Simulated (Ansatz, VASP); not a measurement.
# MgZn2S3 in VASP and in Ansatz

INCAR

```
SYSTEM = MgZn2S3
  ALGO = Normal
  EDIFF = 1E-7
  EDIFFG = -0.01
  ENCUT = 600
  GGA = PE
  IBRION = 2
  ISIF = 3
  ISMEAR = 0
  LASPH = .TRUE.
  LCHARG = .FALSE.
  LREAL = .FALSE.
  LWAVE = .FALSE.
  NELM = 100
  NSW = 100
  PREC = Accurate
  SIGMA = 0.02
```

File KPOINTS:

```
k-points
0
G
  12 12 4
  0 0 0
```

Contents of POSCAR:

```
MgZn2S3
1.0
    3.9060775023      0.0000000000      0.0000000000
   -1.9530387512      3.3827623462      0.0000000000
    0.0000000000      0.0000000000      9.5900728610
Mg Zn S
1 2 3
Direct
    0.0000000000      0.0000000000      0.9999788456
    0.6666666667      0.3333333333      0.3374333232
    0.3333333333      0.6666666667      0.6620687374
    0.6666666667      0.3333333333      0.0916445098
    0.3333333333      0.6666666667      0.4164420335
    0.0000000000      0.0000000000      0.7424325505
```

Input for Ansatz:

```yaml
crystal:
  lattice:
    - [3.9060775023, 0.0, 0.0]
    - [-1.9530387512, 3.3827623462, 0.0]
    - [0.0, 0.0, 9.590072861]
  atoms:
    - { symbol: Mg, position: [0.0, 0.0, 0.9999788456] }
    - { symbol: Zn, position: [0.6666666667, 0.3333333333, 0.3374333232] }
    - { symbol: Zn, position: [0.3333333333, 0.6666666667, 0.6620687374] }
    - { symbol: S, position: [0.6666666667, 0.3333333333, 0.0916445098] }
    - { symbol: S, position: [0.3333333333, 0.6666666667, 0.4164420335] }
    - { symbol: S, position: [0.0, 0.0, 0.7424325505] }
basis:
  ecutwfc: 420
kpoints:
  mp_grid: { grid: [12, 12, 4] }
hamiltonian:
  xc: pbe
scf:
  occupations: { method: gaussian, width: 0.02 }
output:
  forces: true
  stress: true
  eigenvalues: true
relax:
  adjacent_minimum: "off"
  f_tol: 0.01
  max_steps: 80
  cell: { stress_tol: 0.05 }
```

Alike in both runs: task relaxation of cell and atoms; functional PBE; k mesh 12 × 12 × 4; occupations gaussian, width 0.02 eV; no spin polarisation.

|  | VASP | Ansatz |
| --- | --- | --- |
| version | VASP 6.6.1 | Ansatz 0.2.0 |
| potentials or method | VASP PAW PBE potentials, release 64 (Mg, Zn, S), cutoff 600 eV | scalar-relativistic, plane waves, PAW |
| valence electrons in the cell | 44 | 52 |

|  | VASP | Ansatz | Ansatz less VASP |
| --- | --- | --- | --- |
| gap on the k mesh at the Fermi level, each at its own relaxed structure (eV) | 2.23 | 2.23 | +0.003 |
| relaxed volume (Å³/atom) | 21.14 | 21.12 | -0.021 |
| relaxed length of the cell vector where the two differ most in proportion (Å) | 9.594 | 9.590 | -0.0037 |

VASP's potentials hold 44 valence electrons a cell and Ansatz's 52, so a difference there can come from the potentials and not from the codes.
